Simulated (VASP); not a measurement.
Here is a VASP 6.6.1 calculation.

INCAR

```
PREC = Accurate
ENCUT = 600
EDIFF = 1E-7
ISMEAR = -1
SIGMA = 0.08
LREAL = False
LASPH = True
NELM = 60
ALGO = Normal
ISIF = 3
LWAVE = False
LCHARG = False
GGA = PE
IBRION = 2
NSW = 32
EDIFFG = -0.005
PSTRESS = 260.0
```

File KPOINTS:

```
Automatic mesh
0
Gamma
  8 8 11
```

POSCAR

```
Zr
1.0
    4.7282095958      0.0000000000      0.0000000000
   -2.3641047979      4.0947496244      0.0000000000
    0.0000000000      0.0000000000      2.9473623262
Zr
3
Direct
    0.0000000000      0.0000000000      0.0000000000
    0.3333333333      0.6666666667      0.5000000000
    0.6666666667      0.3333333333      0.5000000000
```

Potentials or basis: VASP PAW PBE potentials, release 64 (Zr_sv).

Run with:

```bash
$ cat potpaw_PBE.64/Zr_sv/POTCAR > POTCAR
$ mpirun -np 1 vasp_std > vasp.out
```

**Question.** What does it give for the space group after relaxing (to 0.05 Å)?

**Answer.** P6/mmm (No. 191).

**Question.** Estimate the relaxed volume.

**Answer.** 19.03 Å³/atom.

**Question.** Estimate the relaxed cell.

**Answer.** a = 4.729 Å, b = 4.729 Å, c = 2.948 Å, α = 90.00°, β = 90.00°, γ = 120.00°.

**Question.** Predict the band gap on the k mesh.

**Answer.** Zero (band 18 reaches 11.66 eV, above the bottom of band 19 at 10.87 eV).

Step by step:
```
step  energy change (eV)  largest force (eV/Å)  pressure (GPa)  volume (Å³)
   1              0.0000                0.0000           26.08        57.06
   2             -0.0127                0.0000           25.84        57.14
   3             -0.0042                0.0000           26.00        57.09
```

Caveat: the cell is relaxed towards a set pressure, so the enthalpy falls and the energy may rise.
